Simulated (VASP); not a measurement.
Crystal: Be2C.

```xyz
3
Lattice="0.0000 2.1623 2.1623 2.1623 0.0000 2.1623 2.1623 2.1623 0.0000" Properties=species:S:1:pos:R:3 pbc="T T T"
Be    3.2434    3.2434    3.2434
Be    1.0811    1.0811    1.0811
C     0.0000    0.0000    0.0000
```

Base run:

- Program: VASP 6.6.1
- Functional: PBE
- Potentials or basis: VASP PAW PBE potentials, release 64 (Be, C)
- Cutoff: 600 eV
- k mesh: 10 × 10 × 10
- Occupations: gaussian, width 0.1 eV
- Spin: no spin polarisation

Its results: band gap on the k mesh 1.16 eV, indirect (least direct gap 4.13 eV); pressure 0.8 GPa.

Task: The run is repeated on the same cell with these changes: k mesh from 10 × 10 × 10 to 3 × 3 × 3. What comes out?

Result: Band gap on the k mesh 2.37 eV, indirect (least direct gap 4.01 eV); pressure 1.9 GPa.

Caveats: some runs use coarse meshes.

A k mesh can miss the band edges.
